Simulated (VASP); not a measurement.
# Ta (I4/mmm) in VASP: further runs

Ta is run at these levels: PBE; tasks: single point.

All numbers are computed with VASP 6.6.1; they aren't measurements. Logs are shortened: lines on timing, memory, paths and dates and some standing lists are left out, and cuts for length are marked.

### Step 1. The cell of the first run

Symmetry: I4/mmm, No. 139, tetragonal system. The conventional cell has a = 3.303 Å, b = 3.303 Å, c = 2.807 Å, α = 90.00°, β = 90.00°, γ = 90.00°. Within 3.6 Å of Ta (site symmetry 4/mmm) lie 14 Ta at 2.72 to 3.30 Å.

### Step 2. Single point, PBE (strain -0.1500 x Voigt [0, 0, 1, 0, 0, 0])

Contents of INCAR:

```
PREC = Accurate
ENCUT = 520
EDIFF = 1E-6
ISMEAR = 0
SIGMA = 0.15
LREAL = F
LASPH = T
NELM = 80
ALGO = Fast
ISIF = 2
LWAVE = F
LCHARG = F
GGA = PE
NBANDS = 12
```

Contents of KPOINTS:

```
Automatic mesh
0
Gamma
  20 20 20
```

Contents of POSCAR:

```
Ta
1.0
   -1.6512800000      1.6512800000      1.4035880000
    1.6512800000     -1.6512800000      1.4035880000
    1.6512800000      1.6512800000     -1.4035880000
Ta
1
Direct
    0.0000000000      0.0000000000      0.0000000000
```

Potentials or basis: VASP PAW PBE potentials, release 64 (Ta_pv).

On the command line:

```console
$ cat potpaw_PBE.64/Ta_pv/POTCAR > POTCAR
$ mpirun -np 1 vasp_std > vasp.out
```

OUTCAR:

```text
PREC = Accurate
   ENCUT = 520
   EDIFF = 1E-6
   ISMEAR = 0
   LREAL = F
   LASPH = T
   NELM = 80
   ISIF = 2
   GGA = PE

 ion  position               nearest neighbor table
   1  0.000  0.000  0.000-

  LATTYP: Found a body centered tetragonal cell.
 ALAT       =     3.3025600000
 C/A-ratio  =     0.8500000000

  Lattice vectors:

 A1 = (  -1.6512800000,   1.6512800000,   1.4035880000)
 A2 = (   1.6512800000,  -1.6512800000,   1.4035880000)
 A3 = (   1.6512800000,   1.6512800000,  -1.4035880000)

Analysis of symmetry for initial positions (statically):
=====================================================================
 Subroutine PRICEL returns:
 Original cell was already a primitive cell.

 Routine SETGRP: Setting up the symmetry group for a
 body centered tetragonal supercell.

 Subroutine GETGRP returns: Found 16 space group operations
 (whereof 16 operations were pure point group operations)
 out of a pool of 16 trial point group operations.

The static configuration has the point symmetry D_4h.

Analysis of symmetry for dynamics (positions and initial velocities):
=====================================================================
 Subroutine PRICEL returns:
 Original cell was already a primitive cell.

 Routine SETGRP: Setting up the symmetry group for a
 body centered tetragonal supercell.

 Subroutine GETGRP returns: Found 16 space group operations
 (whereof 16 operations were pure point group operations)
 out of a pool of 16 trial point group operations.

The dynamic configuration has the point symmetry D_4h.

 Subroutine INISYM returns: Found 16 space group operations
 (whereof 16 operations are pure point group operations),
 and found     1 'primitive' translations

----------------------------------------------------------------------------------------

                                     Primitive cell

  volume of cell :      15.3088

  direct lattice vectors                    reciprocal lattice vectors
    -1.651280000  1.651280000  1.403588000     0.000000000  0.302795407  0.356229891
     1.651280000 -1.651280000  1.403588000     0.302795407  0.000000000  0.356229891
     1.651280000  1.651280000 -1.403588000     0.302795407  0.302795407  0.000000000

  length of vectors
     2.724612000  2.724612000  2.724612000     0.467530527  0.467530527  0.428217371

  position of ions in fractional coordinates (direct lattice)
     0.000000000  0.000000000  0.000000000

  ion indices of the primitive-cell ions
[... 81 lines left out ...]
   ISYM   =      2    0-nonsym 1-usesym 2-fastsym
   POTIM  = 0.5000    time-step for ionic-motion
   TEBEG  =    0.0;   TEEND  =   0.0 temperature during run
   PSTRESS=    0.0 pullay stress
   NELECT =      11.0000    total number of electrons
   NUPDOWN=      -1.0000    fix difference up-down
   EMIN   =  10.00;   EMAX   =-10.00  energy-range for DOS
   EFERMI =   0.00;   METHOD = LEGACY
   ISMEAR =     0;   SIGMA  =   0.15  broadening in eV -4-tet -1-fermi 0-gaus
   EFERMI_NEDOS =   21; number of points for ismear=-14 and -15
   IALGO  =     68    algorithm
   IMIX   =      4    mixing-type and parameters
     AMIX     =   0.40;   BMIX     =  1.00
     AMIX_MAG =   1.60;   BMIX_MAG =  1.00
  volume/ion in A,a.u.               =      15.31       103.31
  Fermi-wavevector in a.u.,A,eV,Ry     =   1.466309  2.770921 29.253353  2.150061
  Thomas-Fermi vector in A             =   2.582061
   LORBIT       =      0    0 simple, 1 ext, 2 COOP (PROOUT), +10 PAW based schemes
   GGA     = PE    functional components
   LHFCALC =     F    Hartree Fock is set to
   AEXX    =    0.0000 exact exchange contribution
   IVDW    =     0    specifies the selected vdW correction
   LEPSILON=     F    determine dielectric tensor
   LRPA    =     F    only Hartree local field effects (RPA)
 non-spin polarized calculation
 RMM-DIIS sequential band-by-band and
 Gauss-broadening in eV      SIGMA  =   0.15
  energy-cutoff  :      520.00
  volume of cell :       15.31
 maximum number of plane-waves:       430
   NGX = 11   NGY = 11   NGZ = 11

 number of electron      11.0000002 magnetization

 Free energy of the ion-electron system (eV)
  ---------------------------------------------------
  ext. energy  EPLUGINS =         0.00000000
  ---------------------------------------------------
  free energy    TOTEN  =       -11.29471574 eV

  energy without entropy =      -11.28437695  energy(sigma->0) =      -11.28954634

 E-fermi :   7.1160     XC(G=0): -13.4674

 val. band max:        7.1144450050   @ k =   0.1500   0.0500   0.0500
 cond. band min:       7.1161666294   @ k =  -0.3500   0.2500  -0.0000
 fundamental gap:      0.0017216244
 Fermi energy:         7.1159554496

 k-point     1 :       0.0000    0.0000    0.0000
  band No.  band energies     occupation
      1     -25.5656      2.00000
      2     -25.5656      2.00000
      3     -25.4274      2.00000
      4      -1.5976      2.00000
      5       6.0678      2.00000
      6       8.8162      0.00000
      7       8.8162      0.00000
      8       9.3370      0.00000
      9      13.0614      0.00000
     10      21.8812      0.00000
     11      21.8812      0.00000
     12      22.1218      0.00000
[... 331 lines left out ...]
 k-point    24 :      -0.3500    0.0500   -0.0000
  band No.  band energies     occupation
      1     -26.9778      2.00000
      2     -26.0402      2.00000
      3     -25.6710      2.00000
      4       1.9324      2.00000
      5       4.8746      2.00000
      6       7.2390      0.24593
      7      11.6832      0.00000
      8      11.9545      0.00000
      9      12.8321      0.00000
     10      21.2445      0.00000
     11      22.1265      0.00000
     12      27.2331      0.00000

 [... further k-points ...]

------------------------ aborting loop because EDIFF is reached ----------------------------------------

  FORCE on cell =-STRESS in cart. coord.  units (eV):
  Direction    XX          YY          ZZ          XY          YZ          ZX
  --------------------------------------------------------------------------------------
  -------------------------------------------------------------------------------------
  Total        4.1331440      4.1331440      6.6118418      0.0000000      0.0000000      0.0000000
  in kB      432.5636700    432.5636700    691.9774716      0.0000000      0.0000000      0.0000000
  external PRESSURE =     519.0349372 kB  Pullay stress =       0.0000000 kB

 VOLUME and BASIS-vectors are now :
 -----------------------------------------------------------------------------
  energy-cutoff  :      520.00
  volume of cell :       15.31
      direct lattice vectors                 reciprocal lattice vectors
    -1.651280000  1.651280000  1.403588000     0.000000000  0.302795407  0.356229891
     1.651280000 -1.651280000  1.403588000     0.302795407  0.000000000  0.356229891
     1.651280000  1.651280000 -1.403588000     0.302795407  0.302795407  0.000000000

 POSITION                                       TOTAL-FORCE (eV/Angst)
 -----------------------------------------------------------------------------------
      0.00000      0.00000      0.00000        -0.000000      0.000000      0.000000
 -----------------------------------------------------------------------------------
    total drift:                                0.000000     -0.000000      0.000000

  FREE ENERGIE OF THE ION-ELECTRON SYSTEM (eV)
  ---------------------------------------------------
  free  energy   TOTEN  =       -11.2947157404 eV

  energy  without entropy=      -11.2843769468  energy(sigma->0) =      -11.28954634
```

It took 36 s on 1 thread of Intel Xeon 6975P-C (Granite Rapids), shared host; peak memory 0.22 GiB.

Results:

```yaml
Free_energy: -11.2947 eV
Pressure: 51.9 GPa
Band_gap_on_the_k_mesh: zero (an odd number of electrons rules out a gap without spin polarisation)
```

Caveat: the cell differs from its parent crystal (strain -0.1500 x Voigt [0, 0, 1, 0, 0, 0]); the cell stands under pressure; spin-orbit coupling is left out, which moves the levels of the heavy elements.

### Step 3. Single point, PBE (strain -0.1125 x Voigt [0, 0, 1, 0, 0, 0])

Contents of INCAR:

```
SYSTEM = Ta
PREC = Accurate
ENCUT = 520
EDIFF = 1E-6
ISMEAR = 0
SIGMA = 0.15
LREAL = .False.
LASPH = .True.
NELM = 100
ALGO = Normal
ISIF = 2
LWAVE = .False.
LCHARG = .True.
GGA = PE
LELF = .True.
LVHAR = .True.
NBANDS = 12
```

Contents of KPOINTS:

```
regular mesh
0
Gamma
  20 20 20
  0 0 0
```

Contents of POSCAR:

```
Ta
1.0
   -1.6512800000      1.6512800000      1.4655110000
    1.6512800000     -1.6512800000      1.4655110000
    1.6512800000      1.6512800000     -1.4655110000
Ta
1
Direct
    0.0000000000      0.0000000000      0.0000000000
```

Potentials or basis: VASP PAW PBE potentials, release 64 (Ta_pv).

On the command line:

```console
$ cat potpaw_PBE.64/Ta_pv/POTCAR > POTCAR
$ mpirun -np 1 vasp_std > vasp.out
```

Wall time 33 s (1 thread of Intel Xeon 6975P-C (Granite Rapids), shared host); peak memory 0.25 GiB.

Results (log left out):

```
Free energy            : -11.5341 eV
Pressure               : 35.3 GPa
Band gap on the k mesh : zero (an odd number of electrons rules out a gap without spin polarisation)
```

Stress tensor (GPa, compression positive):
```
30.23  0.00  0.00
 0.00 30.23  0.00
 0.00  0.00 45.37
```

Levels at points of the mesh, in eV from the Fermi level:
| k point | band 2 | band 3 | band 4 | band 5 | band 6 | band 7 | band 8 | band 9 |
| --- | --- | --- | --- | --- | --- | --- | --- | --- |
| (0.00, 0.00, 0.00) | -32.69 | -32.63 | -8.44 | -0.46 | 1.41 | 1.41 | 2.90 | 5.49 |
| (0.50, 0.00, 0.00) | -33.25 | -32.79 | -5.03 | -2.54 | 2.55 | 4.23 | 6.89 | 8.83 |
| (0.50, 0.50, 0.00) | -33.06 | -32.62 | -5.04 | -0.66 | 1.49 | 2.70 | 4.69 | 8.68 |
| (0.50, 0.50, 0.50) | -33.96 | -33.54 | -4.85 | -4.48 | 7.65 | 7.65 | 8.21 | 8.72 |

Caveat: the cell differs from its parent crystal (strain -0.1125 x Voigt [0, 0, 1, 0, 0, 0]); the cell stands under pressure; spin-orbit coupling is left out, which moves the levels of the heavy elements.

### Step 4. Single point, PBE (strain -0.0750 x Voigt [0, 0, 1, 0, 0, 0])

Contents of INCAR:

```
  PREC = Accurate
  ENCUT = 520
  EDIFF = 1E-6
  ISMEAR = 0
  SIGMA = 0.15
  LREAL = False
  LASPH = True
  NELM = 100
  ALGO = Normal
  ISIF = 2
  LWAVE = False
  LCHARG = False
  GGA = PE
  NBANDS = 12
```

Contents of KPOINTS:

```
regular mesh
0
Gamma
  20 20 20
```

Contents of POSCAR:

```
Ta
1.0
   -1.6512800000      1.6512800000      1.5274340000
    1.6512800000     -1.6512800000      1.5274340000
    1.6512800000      1.6512800000     -1.5274340000
Ta
1
Direct
    0.0000000000      0.0000000000      0.0000000000
```

On the command line:

```console
$ cat potpaw_PBE.64/Ta_pv/POTCAR > POTCAR
$ mpirun -np 1 vasp_std > vasp.out
```

Wall time 33 s (1 thread of Intel Xeon 6975P-C (Granite Rapids), shared host); peak memory 0.25 GiB.

The run converged. Its results:

```
Free energy            : -11.6867 eV
Pressure               : 22.4 GPa
Band gap on the k mesh : zero (an odd number of electrons rules out a gap without spin polarisation)
```

Stress tensor (GPa, compression positive):
```
19.51  0.00  0.00
 0.00 19.51  0.00
 0.00  0.00 28.30
```

Levels at points of the mesh, in eV from the Fermi level:
| k point | band 1 | band 2 | band 3 | band 4 | band 5 | band 6 | band 7 | band 8 | band 9 | band 10 |
| --- | --- | --- | --- | --- | --- | --- | --- | --- | --- | --- |
| (0.00, 0.00, 0.00) | -32.78 | -32.78 | -32.76 | -8.23 | 0.02 | 1.15 | 1.15 | 3.41 | 5.00 | 14.92 |
| (0.50, 0.00, 0.00) | -34.28 | -33.28 | -32.83 | -4.75 | -2.14 | 2.20 | 4.26 | 6.08 | 8.56 | 12.21 |
| (0.50, 0.50, 0.00) | -34.29 | -33.17 | -32.74 | -4.77 | -0.99 | 1.56 | 3.21 | 4.83 | 8.40 | 12.57 |
| (0.50, 0.50, 0.50) | -33.88 | -33.88 | -33.64 | -4.43 | -4.20 | 7.38 | 7.38 | 7.74 | 8.72 | 8.72 |

Caveat: the cell differs from its parent crystal (strain -0.0750 x Voigt [0, 0, 1, 0, 0, 0]); the cell stands under pressure; spin-orbit coupling is left out, which moves the levels of the heavy elements.

### Step 5. The runs side by side

```csv
cell,gap on the mesh (eV),pressure (GPa)
"a = 2.725 Å, angles 105.4, 105.4, 118.0°, 1 atom",none,51.9
"a = 2.757 Å, angles 106.4, 106.4, 115.8°, 1 atom",none,35.3
"a = 2.790 Å, angles 107.4, 107.4, 113.6°, 1 atom",none,22.4
```

Alike in all rows: task single point; level PBE; potentials or basis VASP PAW PBE potentials, release 64 (Ta_pv); no spin polarisation; k mesh 20 × 20 × 20; cutoff (eV) 520; smearing gaussian 0.15 eV.

Caveats: the cell stands under pressure; spin-orbit coupling is left out, which moves the levels of the heavy elements.

Total energies depend on the potentials used, so only differences within one code and one set of settings carry meaning.
